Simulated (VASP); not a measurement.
AlCo, 2 atoms in the cell. It takes space group Pm-3m (No. 221, cubic). Conventional cell: a = 2.819 Å, b = 2.819 Å, c = 2.819 Å, α = 90.00°, β = 90.00°, γ = 90.00°. Within 3.2 Å of Co (site symmetry m-3m) lie 8 Al at 2.44 Å and 6 Co at 2.82 Å. Al (site symmetry m-3m) has 8 Co at 2.44 Å and 6 Al at 2.82 Å within 3.2 Å. 

```yaml
Program: VASP 6.6.1
Task: single point
Functional: PBEsol
Potentials_or_basis: VASP PAW PBE potentials, release 64 (Co, Al)
Cutoff: 520 eV
k_mesh: 9 × 9 × 9
Occupations: fermi-dirac, width 0.05 eV
Spin: collinear spin, ferromagnetic start
Starting_moments: "[0.54, 0.0] μB"
Dipole_correction: no
Further_INCAR_settings: ALGO = Normal; EDIFF = 1e-06; NBANDS = 17
```

Potentials or basis: VASP PAW PBE potentials, release 64 (Co, Al).

The run is started by

```sh
$ cat potpaw_PBE.64/Co/POTCAR potpaw_PBE.64/Al/POTCAR > POTCAR
$ mpirun -np 1 vasp_std > vasp.out
```

Hardware: 1 thread of AMD EPYC 9R14 (Zen 4), with other jobs on the host.

How long does it take, and how much memory?

It took 17 s on 1 thread of AMD EPYC 9R14 (Zen 4) (shared host), peak memory 0.13 GiB. Counts: scf iterations 13, k points 35.
